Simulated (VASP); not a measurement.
# Ag (P6_3/mmc) in VASP: notebook

Ag is run at these levels: LDA; tasks: single point.

Everything below comes from runs of VASP 6.6.1. Logs are shortened: lines on timing, memory, paths and dates and some standing lists are left out, and cuts for length are marked.

## 1. The cell of the first run

It takes space group P6_3/mmc (No. 194, hexagonal). The conventional cell has a = 2.386 Å, b = 2.386 Å, c = 3.917 Å, α = 90.00°, β = 90.00°, γ = 120.00°. Within 3.2 Å of Ag (site symmetry -6m2) lie 12 Ag at 2.39 Å.

This isn't the form of Ag at room conditions, which is fcc.

## 2. Single point, LDA

Input file INCAR:

```
  ALGO = Normal
  EDIFF = 1E-6
  ENCUT = 500
  GGA_COMPAT = F
  ISIF = 2
  ISMEAR = -1
  LASPH = T
  LCHARG = T
  LELF = T
  LREAL = F
  LVHAR = T
  LWAVE = F
  NBANDS = 18
  NELM = 120
  PREC = Accurate
  SIGMA = 0.05
```

Input file KPOINTS:

```
k-points
0
Gamma
  18 18 10
```

Input file POSCAR:

```
Ag
1.0
    2.3859475569      0.0000000000      0.0000000000
   -1.1929737785      2.0662911964      0.0000000000
    0.0000000000      0.0000000000      3.9166260454
Ag
2
Direct
    0.3333333333      0.6666666667      0.2500000000
    0.6666666667      0.3333333333      0.7500000000
```

Potentials or basis: VASP PAW LDA potentials, release 64 (Ag).

Started as:

```sh
> cat potpaw_LDA.64/Ag/POTCAR > POTCAR
> mpirun -np 1 vasp_std > vasp.out
```

OUTCAR:

```text
EDIFF = 1E-6
   ENCUT = 500
   ISIF = 2
   ISMEAR = -1
   LASPH = T
   LREAL = F
   NELM = 120
   PREC = Accurate

 ion  position               nearest neighbor table
   1  0.333  0.667  0.250-   2 2.39   2 2.39   2 2.39   2 2.39   2 2.39   2 2.39   2 3.38   2 3.38
                             2 3.38   2 3.38   2 3.38   2 3.38
   2  0.667  0.333  0.750-   1 2.39   1 2.39   1 2.39   1 2.39   1 2.39   1 2.39   1 3.38   1 3.38
                             1 3.38   1 3.38   1 3.38   1 3.38

  LATTYP: Found a hexagonal cell.
 ALAT       =     2.3859475569
 C/A-ratio  =     1.6415390330

  Lattice vectors:

 A1 = (   2.3859475569,   0.0000000000,   0.0000000000)
 A2 = (  -1.1929737785,   2.0662911964,   0.0000000000)
 A3 = (   0.0000000000,   0.0000000000,   3.9166260454)

Analysis of symmetry for initial positions (statically):
=====================================================================
 Subroutine PRICEL returns:
 Original cell was already a primitive cell.

 Routine SETGRP: Setting up the symmetry group for a
 hexagonal supercell.

 Subroutine GETGRP returns: Found 24 space group operations
 (whereof 12 operations were pure point group operations)
 out of a pool of 24 trial point group operations.

The static configuration has the point symmetry D_3d.
 The point group associated with its full space group is D_6h.

Analysis of symmetry for dynamics (positions and initial velocities):
=====================================================================
 Subroutine PRICEL returns:
 Original cell was already a primitive cell.

 Routine SETGRP: Setting up the symmetry group for a
 hexagonal supercell.

 Subroutine GETGRP returns: Found 24 space group operations
 (whereof 12 operations were pure point group operations)
 out of a pool of 24 trial point group operations.

The dynamic configuration has the point symmetry D_3d.
 The point group associated with its full space group is D_6h.

 Subroutine INISYM returns: Found 24 space group operations
 (whereof 12 operations are pure point group operations),
 and found     1 'primitive' translations

----------------------------------------------------------------------------------------

                                     Primitive cell

  volume of cell :      19.3092

  direct lattice vectors                    reciprocal lattice vectors
[... 77 lines left out ...]
 SYSTEM =  unknown system
   PREC   = accura    normal or accurate (medium, high low for compatibility)
   ISTART =      0    job   : 0-new  1-cont  2-samecut
   ICHARG =      2    charge: 1-file 2-atom 10-const
   ISPIN  =      1    spin polarized calculation?
   LNONCOLLINEAR =      F non collinear calculations
   LSORBIT =      F    spin-orbit coupling
   LASPH  =      T    aspherical Exc in radial PAW
   ENCUT  =  500.0 eV  36.75 Ry    6.06 a.u.   4.35  4.35  7.14*2*pi/ulx,y,z
   NELM   =    120;   NELMIN=  2; NELMDL= -5     # of ELM steps
   EDIFF  = 0.1E-05   stopping-criterion for ELM
   LREAL  =      F    real-space projection
   EDIFFG = 0.1E-04   stopping-criterion for IOM
   NSW    =      0    number of steps for IOM
   IBRION =     -1    ionic relax: 0-MD 1-quasi-New 2-CG
   NFREE  =      0    steps in history (QN), initial steepest desc. (CG)
   ISIF   =      2    stress and relaxation
   ISYM   =      2    0-nonsym 1-usesym 2-fastsym
   POTIM  = 0.5000    time-step for ionic-motion
   TEBEG  =    0.0;   TEEND  =   0.0 temperature during run
   PSTRESS=    0.0 pullay stress
   NELECT =      22.0000    total number of electrons
   NUPDOWN=      -1.0000    fix difference up-down
   EMIN   =  10.00;   EMAX   =-10.00  energy-range for DOS
   EFERMI =   0.00;   METHOD = LEGACY
   ISMEAR =    -1;   SIGMA  =   0.05  broadening in eV -4-tet -1-fermi 0-gaus
   EFERMI_NEDOS =   21; number of points for ismear=-14 and -15
   IALGO  =     38    algorithm
   IMIX   =      4    mixing-type and parameters
     AMIX     =   0.40;   BMIX     =  1.00
     AMIX_MAG =   1.60;   BMIX_MAG =  1.00
  volume/ion in A,a.u.               =       9.65        65.15
  Fermi-wavevector in a.u.,A,eV,Ry     =   1.709861  3.231169 39.778342  2.923626
  Thomas-Fermi vector in A             =   2.788267
   LORBIT       =      0    0 simple, 1 ext, 2 COOP (PROOUT), +10 PAW based schemes
   GGA     = CA    functional components
   LHFCALC =     F    Hartree Fock is set to
   AEXX    =    0.0000 exact exchange contribution
   IVDW    =     0    specifies the selected vdW correction
   LEPSILON=     F    determine dielectric tensor
   LRPA    =     F    only Hartree local field effects (RPA)
 non-spin polarized calculation
  energy-cutoff  :      500.00
  volume of cell :       19.31
 maximum number of plane-waves:       525
 NGX is ok and might be reduce to    18
   NGX =  9   NGY =  9   NGZ = 15

 number of electron      22.0000003 magnetization

 Free energy of the ion-electron system (eV)
  ---------------------------------------------------
  ext. energy  EPLUGINS =         0.00000000
  ---------------------------------------------------
  free energy    TOTEN  =        -0.93382661 eV

  energy without entropy =       -0.92854602  energy(sigma->0) =       -0.93118631

 E-fermi :  19.8945     XC(G=0): -16.2363

 val. band max:       19.8816875169   @ k =   0.2222   0.1667   0.4000
 cond. band min:      19.8950274490   @ k =   0.4444   0.0556   0.0000
 fundamental gap:      0.0133399321
 Fermi energy:        19.8945252908

 k-point     1 :       0.0000    0.0000    0.0000
  band No.  band energies     occupation
      1       6.3062      2.00000
      2       7.5621      2.00000
      3      11.1714      2.00000
      4      11.4111      2.00000
      5      11.4111      2.00000
      6      12.0805      2.00000
[... 481 lines left out ...]
      5      11.9087      2.00000
      6      12.3520      2.00000
[... 10 lines left out ...]
     17      35.6695      0.00000
     18      37.9470      0.00000

 [... further k-points ...]
[... 5 lines left out ...]
  --------------------------------------------------------------------------------------
  -------------------------------------------------------------------------------------
  Total       34.0031547     34.0031547     34.0435032     -0.0000000      0.0000000      0.0000000
  in kB     2821.4039308   2821.4039309   2824.7518386     -0.0000001      0.0000000      0.0000000
  external PRESSURE =    2822.5199001 kB  Pullay stress =       0.0000000 kB

 VOLUME and BASIS-vectors are now :
 -----------------------------------------------------------------------------
  energy-cutoff  :      500.00
  volume of cell :       19.31
      direct lattice vectors                 reciprocal lattice vectors
     2.385947557  0.000000000  0.000000000     0.419120696  0.241979447  0.000000000
    -1.192973779  2.066291196  0.000000000     0.000000000  0.483958893  0.000000000
     0.000000000  0.000000000  3.916626045     0.000000000  0.000000000  0.255321797

 POSITION                                       TOTAL-FORCE (eV/Angst)
 -----------------------------------------------------------------------------------
     -0.00000      1.37753      0.97916        -0.000000      0.000000      0.000000
      1.19297      0.68876      2.93747         0.000000      0.000000      0.000000
 -----------------------------------------------------------------------------------
    total drift:                               -0.000000      0.000000     -0.000000

  FREE ENERGIE OF THE ION-ELECTRON SYSTEM (eV)
  ---------------------------------------------------
  free  energy   TOTEN  =        -0.9338266138 eV

  energy  without entropy=       -0.9285460151  energy(sigma->0) =       -0.93118631
```

stdout:

```text
POSCAR found type information on POSCAR Ag
 POSCAR found :  1 types and       2 ions
 scaLAPACK will be used
 LDA part: xc-table for (Slater(with rela. corr.)+CA(PZ))
 , standard interpolation
 POSCAR, INCAR and KPOINTS ok, starting setup
 FFT: planning ... GRIDC
 FFT: planning ... GRID_SOFT
 FFT: planning ... GRID
 WAVECAR not read
 entering main loop
```

Wall time 39 s (1 thread of Intel Xeon Platinum 8488C (Sapphire Rapids), shared host); peak memory 0.17 GiB.

Results:

```yaml
Free_energy: -0.9338 eV
Pressure: 282.3 GPa
Band_gap_on_the_k_mesh: zero (bands 11 and 12 overlap by 11.16 eV)
```

Stress tensor (GPa, compression positive):
```
282.14   0.00   0.00
  0.00 282.14   0.00
  0.00   0.00 282.48
```

Caveat: the cell stands under pressure.

## 3. Single point, LDA

Input file INCAR:

```
PREC = Accurate
ENCUT = 500
EDIFF = 1E-6
ISMEAR = -1
SIGMA = 0.05
LREAL = False
LASPH = True
NELM = 120
ALGO = Normal
ISIF = 2
LWAVE = False
LCHARG = False
GGA = CA
NBANDS = 18
GGA_COMPAT = False
```

Input file KPOINTS:

```
regular mesh
0
Gamma
  18 18 10
```

Input file POSCAR:

```
Ag
1.0
    2.3860683359      0.0000000000      0.0000000000
   -1.1930341680      2.0663957941      0.0000000000
    0.0000000000      0.0000000000      3.9169715151
Ag
2
Direct
    0.3333333333      0.6666666667      0.2500000000
    0.6666666667      0.3333333333      0.7500000000
```

Potentials or basis: VASP PAW LDA potentials, release 64 (Ag).

Started as:

```sh
> cat potpaw_LDA.64/Ag/POTCAR > POTCAR
> mpirun -np 1 vasp_std > vasp.out
```

OUTCAR:

```text
PREC = Accurate
   ENCUT = 500
   EDIFF = 1E-6
   ISMEAR = -1
   LREAL = False
   LASPH = True
   NELM = 120
   ISIF = 2
   GGA = CA

 ion  position               nearest neighbor table
   1  0.333  0.667  0.250-   2 2.39   2 2.39   2 2.39   2 2.39   2 2.39   2 2.39   2 3.38   2 3.38
                             2 3.38   2 3.38   2 3.38   2 3.38
   2  0.667  0.333  0.750-   1 2.39   1 2.39   1 2.39   1 2.39   1 2.39   1 2.39   1 3.38   1 3.38
                             1 3.38   1 3.38   1 3.38   1 3.38

  LATTYP: Found a hexagonal cell.
 ALAT       =     2.3860683359
[... 198 lines left out ...]
      6      12.0768      2.00000
[... 481 lines left out ...]
      5      11.9049      2.00000
      6      12.3484      2.00000
[... 10 lines left out ...]
     17      35.6622      0.00000
     18      37.9400      0.00000

 [... further k-points ...]
[... 5 lines left out ...]
  --------------------------------------------------------------------------------------
  -------------------------------------------------------------------------------------
  Total       33.9812010     33.9812010     34.0171476     -0.0000000      0.0000000     -0.0000000
  in kB     2819.0482339   2819.0482340   2822.0303260     -0.0000001      0.0000000     -0.0000000
  external PRESSURE =    2820.0422646 kB  Pullay stress =       0.0000000 kB

 VOLUME and BASIS-vectors are now :
 -----------------------------------------------------------------------------
  energy-cutoff  :      500.00
  volume of cell :       19.31
      direct lattice vectors                 reciprocal lattice vectors
     2.386068336  0.000000000  0.000000000     0.419099480  0.241967198  0.000000000
    -1.193034168  2.066395794  0.000000000     0.000000000  0.483934396  0.000000000
     0.000000000  0.000000000  3.916971515     0.000000000  0.000000000  0.255299278

 POSITION                                       TOTAL-FORCE (eV/Angst)
 -----------------------------------------------------------------------------------
     -0.00000      1.37760      0.97924         0.000000     -0.000000      0.000000
      1.19303      0.68880      2.93773        -0.000000      0.000000      0.000000
 -----------------------------------------------------------------------------------
    total drift:                               -0.000000      0.000000     -0.000000

  FREE ENERGIE OF THE ION-ELECTRON SYSTEM (eV)
  ---------------------------------------------------
  free  energy   TOTEN  =        -0.9402723041 eV

  energy  without entropy=       -0.9349927901  energy(sigma->0) =       -0.93763255
```

Run time: 37 s. Hardware: 1 thread of Intel Xeon Platinum 8488C (Sapphire Rapids), shared host; peak memory 0.17 GiB.

What came out:

```
Free energy            : -0.9403 eV
Pressure               : 282.0 GPa
Band gap on the k mesh : zero (bands 11 and 12 overlap by 11.15 eV)
```

Caveat: the cell stands under pressure.
